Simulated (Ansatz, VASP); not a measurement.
**Two plane-wave programs on Hg**

```
CELL_PARAMETERS angstrom
1.76393 1.01841 2.27782
-1.76393 1.01841 2.27782
0.00000 -2.03681 2.27782
ATOMIC_POSITIONS crystal
Hg 0.00000 0.00000 0.00000
```

Change from the starting cell: volume scaled by 1.06, PAW files.

Alike in both runs: task electric field gradients; functional PBE; k mesh 12 × 12 × 12; occupations fermi-dirac, width 0.03 eV; no spin polarisation.

|  | VASP | Ansatz |
| --- | --- | --- |
| version | VASP 6.6.1 | Ansatz 0.2.0 |
| potentials or method | VASP PAW PBE potentials, release 64 (Hg) | PAW with Ansatz's default frozen-core files, scalar-relativistic |
| plane-wave cutoff (eV) | 520 | 420 |
| valence electrons in the cell | 12 | 20 |

VASP gave:

* pressure (GPa): 3.7
* traceless stress, the component that is largest in VASP (GPa): -0.13
* size of Vzz on the site where it differs most (V/Å²): 125.8

Which values does Ansatz return?

Pressure (GPa): 3.3; traceless stress, the component that is largest in VASP (GPa): -0.27; size of Vzz on the site where it differs most (V/Å²): 105.4.

VASP's potentials hold 12 valence electrons a cell and Ansatz's 20, so a difference there can come from the potentials and not from the codes.

Neither program's run includes spin-orbit coupling.
